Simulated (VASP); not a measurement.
# Au (Im-3m) in VASP: further runs, part 2 of 2

VASP 6.6.1. The steps go on from the part before.

## 3. Single point, PBE

This run uses another cell than the first one, of 13.54 Å³/atom, 0.758 times its volume.

Input file INCAR:

```
ALGO     = Normal         # electronic algorithm
EDIFF    = 1E-7           # SCF threshold, eV
ENCUT    = 520            # plane-wave cutoff, eV
GGA      = PE             # functional
ISIF     = 2              # what is computed and relaxed
ISMEAR   = 0              # smearing method
LASPH    = True           # aspherical terms in the spheres
LCHARG   = False          # write CHGCAR
LREAL    = False          # projectors in reciprocal space
LWAVE    = False          # write WAVECAR
NBANDS   = 12             # bands
NELM     = 60             # most SCF steps
PREC     = Accurate       # precision mode
SIGMA    = 0.1            # smearing width, eV
```

Input file KPOINTS:

```
k-points
0
Gamma
  20 20 20
```

Input file POSCAR:

```
Au
1.0
   -1.5014333190      1.5014333190      1.5014333190
    1.5014333190     -1.5014333190      1.5014333190
    1.5014333190      1.5014333190     -1.5014333190
Au
1
Direct
    0.0000000000      0.0000000000      0.0000000000
```

Potentials or basis: VASP PAW PBE potentials, release 64 (Au).

Run with:

```sh
$ cat potpaw_PBE.64/Au/POTCAR > POTCAR
$ mpirun -np 1 vasp_std > vasp.out
```

OUTCAR:

```text
EDIFF = 1E-7
   ENCUT = 520
   GGA = PE
   ISIF = 2
   ISMEAR = 0
   LASPH = True
   LREAL = False
   NELM = 60
   PREC = Accurate

 ion  position               nearest neighbor table
   1  0.000  0.000  0.000-

  LATTYP: Found a body centered cubic cell.
 ALAT       =     3.0028666380

  Lattice vectors:

 A1 = (  -1.5014333190,   1.5014333190,   1.5014333190)
 A2 = (   1.5014333190,  -1.5014333190,   1.5014333190)
 A3 = (   1.5014333190,   1.5014333190,  -1.5014333190)

Analysis of symmetry for initial positions (statically):
=====================================================================
 Subroutine PRICEL returns:
 Original cell was already a primitive cell.

 Routine SETGRP: Setting up the symmetry group for a
 body centered cubic supercell.

 Subroutine GETGRP returns: Found 48 space group operations
 (whereof 48 operations were pure point group operations)
 out of a pool of 48 trial point group operations.

The static configuration has the point symmetry O_h .

Analysis of symmetry for dynamics (positions and initial velocities):
=====================================================================
 Subroutine PRICEL returns:
 Original cell was already a primitive cell.

 Routine SETGRP: Setting up the symmetry group for a
 body centered cubic supercell.

 Subroutine GETGRP returns: Found 48 space group operations
 (whereof 48 operations were pure point group operations)
 out of a pool of 48 trial point group operations.

The dynamic configuration has the point symmetry O_h .

 Subroutine INISYM returns: Found 48 space group operations
 (whereof 48 operations are pure point group operations),
 and found     1 'primitive' translations

----------------------------------------------------------------------------------------

                                     Primitive cell

  volume of cell :      13.5387

  direct lattice vectors                    reciprocal lattice vectors
    -1.501433319  1.501433319  1.501433319     0.000000000  0.333015122  0.333015122
     1.501433319 -1.501433319  1.501433319     0.333015122  0.000000000  0.333015122
     1.501433319  1.501433319 -1.501433319     0.333015122  0.333015122  0.000000000

  length of vectors
     2.600558793  2.600558793  2.600558793     0.470954502  0.470954502  0.470954502

  position of ions in fractional coordinates (direct lattice)
     0.000000000  0.000000000  0.000000000

  ion indices of the primitive-cell ions
   primitive index   ion index
                 1           1

----------------------------------------------------------------------------------------

 KPOINTS: k-points

Automatic generation of k-mesh.
 Grid dimensions read from file:
 generate k-points for:   20   20   20

 Generating k-lattice:

  Cartesian coordinates                     Fractional coordinates (reciprocal lattice)
     0.000000000  0.016650756  0.016650756     0.050000000  0.000000000  0.000000000
     0.016650756  0.000000000  0.016650756     0.000000000  0.050000000  0.000000000
     0.016650756  0.016650756  0.000000000     0.000000000  0.000000000  0.050000000

  Length of vectors
     0.023547725  0.023547725  0.023547725

  Shift w.r.t. Gamma in fractional coordinates (k-lattice)
     0.000000000  0.000000000  0.000000000

 Subroutine IBZKPT returns following result:
 ===========================================

 Found    256 irreducible k-points:

 Following reciprocal coordinates:
            Coordinates               Weight
  0.000000  0.000000  0.000000      1.000000
  0.050000  0.000000  0.000000     12.000000
  0.100000  0.000000  0.000000     12.000000
  0.150000  0.000000  0.000000     12.000000
  0.200000  0.000000  0.000000     12.000000
  0.250000  0.000000  0.000000     12.000000
[... 16 lines left out ...]
  0.200000  0.100000  0.000000     48.000000
  0.250000  0.100000  0.000000     48.000000
 [... further k-points ...]
   k-points           NKPTS =    256   k-points in BZ     NKDIM =    256   number of bands    NBANDS=     12
   number of dos      NEDOS =    301   number of ions     NIONS =      1
   total plane-waves  NPLWV =   8000
   dimension x,y,z NGX =    20 NGY =   20 NGZ =   20
   dimension x,y,z NGXF=    40 NGYF=   40 NGZF=   40
   ions per type =               1
   NGX,Y,Z   is equivalent  to a cutoff of  12.79, 12.79, 12.79 a.u.
   NGXF,Y,Z  is equivalent  to a cutoff of  25.57, 25.57, 25.57 a.u.
 SYSTEM =  unknown system
   PREC   = accura    normal or accurate (medium, high low for compatibility)
   ISTART =      0    job   : 0-new  1-cont  2-samecut
   ICHARG =      2    charge: 1-file 2-atom 10-const
   ISPIN  =      1    spin polarized calculation?
   LNONCOLLINEAR =      F non collinear calculations
   LSORBIT =      F    spin-orbit coupling
   LASPH  =      T    aspherical Exc in radial PAW
   ENCUT  =  520.0 eV  38.22 Ry    6.18 a.u.   4.84  4.84  4.84*2*pi/ulx,y,z
   NELM   =     60;   NELMIN=  2; NELMDL= -5     # of ELM steps
   EDIFF  = 0.1E-06   stopping-criterion for ELM
   LREAL  =      F    real-space projection
   EDIFFG = 0.1E-05   stopping-criterion for IOM
   NSW    =      0    number of steps for IOM
   IBRION =     -1    ionic relax: 0-MD 1-quasi-New 2-CG
   NFREE  =      0    steps in history (QN), initial steepest desc. (CG)
   ISIF   =      2    stress and relaxation
   ISYM   =      2    0-nonsym 1-usesym 2-fastsym
   POTIM  = 0.5000    time-step for ionic-motion
   TEBEG  =    0.0;   TEEND  =   0.0 temperature during run
   PSTRESS=    0.0 pullay stress
   NELECT =      11.0000    total number of electrons
   NUPDOWN=      -1.0000    fix difference up-down
   EMIN   =  10.00;   EMAX   =-10.00  energy-range for DOS
   EFERMI =   0.00;   METHOD = LEGACY
   ISMEAR =     0;   SIGMA  =   0.10  broadening in eV -4-tet -1-fermi 0-gaus
   EFERMI_NEDOS =   21; number of points for ismear=-14 and -15
   IALGO  =     38    algorithm
   IMIX   =      4    mixing-type and parameters
     AMIX     =   0.40;   BMIX     =  1.00
     AMIX_MAG =   1.60;   BMIX_MAG =  1.00
  volume/ion in A,a.u.               =      13.54        91.36
  Fermi-wavevector in a.u.,A,eV,Ry     =   1.527612  2.886768 31.750527  2.333598
  Thomas-Fermi vector in A             =   2.635484
   LORBIT       =      0    0 simple, 1 ext, 2 COOP (PROOUT), +10 PAW based schemes
   GGA     = PE    functional components
   LHFCALC =     F    Hartree Fock is set to
   AEXX    =    0.0000 exact exchange contribution
   IVDW    =     0    specifies the selected vdW correction
   LEPSILON=     F    determine dielectric tensor
   LRPA    =     F    only Hartree local field effects (RPA)
 non-spin polarized calculation
 Gauss-broadening in eV      SIGMA  =   0.10
  energy-cutoff  :      520.00
  volume of cell :       13.54
 maximum number of plane-waves:       376
   NGX =  9   NGY =  9   NGZ =  9

 number of electron      10.9999998 magnetization

 Free energy of the ion-electron system (eV)
  ---------------------------------------------------
  ext. energy  EPLUGINS =         0.00000000
  ---------------------------------------------------
  free energy    TOTEN  =        -2.29078185 eV

  energy without entropy =       -2.28983882  energy(sigma->0) =       -2.29031034

 E-fermi :  13.8876     XC(G=0): -14.1385

 val. band max:       13.8387931489   @ k =  -0.3500   0.4500   0.1000
 cond. band min:      13.9497021487   @ k =  -0.3000   0.4500   0.1000
 fundamental gap:      0.1109089998
 Fermi energy:        13.8875646544

 k-point     1 :       0.0000    0.0000    0.0000
  band No.  band energies     occupation
      1       1.2935      2.00000
      2       7.4626      2.00000
      3       7.4626      2.00000
      4       7.4626      2.00000
      5      10.2371      2.00000
      6      10.2371      2.00000
      7      30.0995      0.00000
      8      30.0995      0.00000
      9      30.0995      0.00000
     10      41.5410      0.00000
     11      41.5410      0.00000
     12      42.7340      0.00000

 k-point     2 :       0.0500    0.0000    0.0000
  band No.  band energies     occupation
      1       1.4090      2.00000
      2       7.4168      2.00000
      3       7.4637      2.00000
      4       7.5558      2.00000
      5      10.1763      2.00000
      6      10.2401      2.00000
      7      30.1598      0.00000
      8      30.2136      0.00000
      9      30.2711      0.00000
     10      39.9117      0.00000
     11      40.6174      0.00000
     12      42.4395      0.00000
[... 316 lines left out ...]
 k-point    24 :       0.2500    0.1000    0.0000
  band No.  band energies     occupation
      1       4.3311      2.00000
      2       6.4228      2.00000
      3       7.5756      2.00000
      4       9.7004      2.00000
      5      10.5295      2.00000
      6      11.0620      2.00000
      7      25.7309      0.00000
      8      28.2707      0.00000
      9      31.9294      0.00000
     10      34.5362      0.00000
     11      38.7019      0.00000
     12      39.7979      0.00000

 [... further k-points ...]
[... 5 lines left out ...]
  --------------------------------------------------------------------------------------
  -------------------------------------------------------------------------------------
  Total        7.5594022      7.5594022      7.5594022     -0.0000000      0.0000000     -0.0000000
  in kB      894.5814653    894.5814653    894.5814653     -0.0000000      0.0000000     -0.0000000
  external PRESSURE =     894.5814653 kB  Pullay stress =       0.0000000 kB

 VOLUME and BASIS-vectors are now :
 -----------------------------------------------------------------------------
  energy-cutoff  :      520.00
  volume of cell :       13.54
      direct lattice vectors                 reciprocal lattice vectors
    -1.501433319  1.501433319  1.501433319     0.000000000  0.333015122  0.333015122
     1.501433319 -1.501433319  1.501433319     0.333015122  0.000000000  0.333015122
     1.501433319  1.501433319 -1.501433319     0.333015122  0.333015122  0.000000000

 POSITION                                       TOTAL-FORCE (eV/Angst)
 -----------------------------------------------------------------------------------
      0.00000      0.00000      0.00000         0.000000      0.000000      0.000000
 -----------------------------------------------------------------------------------
    total drift:                                0.000000     -0.000000      0.000000

  FREE ENERGIE OF THE ION-ELECTRON SYSTEM (eV)
  ---------------------------------------------------
  free  energy   TOTEN  =        -2.2907818524 eV

  energy  without entropy=       -2.2898388180  energy(sigma->0) =       -2.29031034
```

It took 18 s on 1 thread of Intel Xeon Platinum 8559C (Emerald Rapids), shared host; peak memory 0.15 GiB.

Results:

| Item | Value |
| --- | --- |
| Free energy | -2.2908 eV |
| Pressure | 89.5 GPa |

Caveat: spin-orbit coupling is left out, which moves the levels of the heavy elements.
